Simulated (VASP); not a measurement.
# Ni: single point with LDA

The system is Ni.

```
CELL_PARAMETERS angstrom
2.76743 0.00000 0.00000
0.00000 2.76743 0.00000
0.00000 0.00000 2.76743
ATOMIC_POSITIONS crystal
Ni 0.00000 0.00000 0.00000
Ni 0.50000 0.50000 0.50000
```

This isn't the form of Ni at room conditions, which is fcc.

| Quantity | Value |
| --- | --- |
| Program | VASP 6.6.1 |
| Task | single point |
| Functional | LDA |
| Potentials or basis | VASP PAW LDA potentials, release 64 (Ni) |
| Cutoff | 520 eV |
| k mesh | 11 × 11 × 11 |
| Occupations | fermi-dirac, width 0.05 eV |
| Spin | collinear spin, ferromagnetic start |
| Starting moments | [1.5, 1.5] μB |
| Dipole correction | no |
| Further INCAR settings | ALGO = Normal; EDIFF = 1e-06; NBANDS = 21 |

The pressure is -10.8 GPa and the net moment is 0.90 μB per cell. The site moments are Ni +0.45 μB. The valence electrons inside the program's atomic spheres are Ni 9.37.

Levels at points of the mesh, in eV from the Fermi level:
Spin up:
```tsv
k point	band 9	band 10	band 11	band 12	band 13	band 14
(0.00, 0.00, 0.00)	-0.11	-0.11	-0.11	9.93	9.93	9.93
```
Spin down:
| k point | band 7 | band 8 | band 9 | band 10 | band 11 | band 12 | band 13 | band 14 |
| --- | --- | --- | --- | --- | --- | --- | --- | --- |
| (0.00, 0.00, 0.00) | -0.39 | -0.39 | 0.41 | 0.41 | 0.41 | 10.00 | 10.00 | 10.00 |

Wall time 20 s on 1 thread of AMD EPYC 9R45 96-Core Processor (Zen 5), on a shared host, peak memory 0.12 GiB.

Caveat: the cell stands under tension.
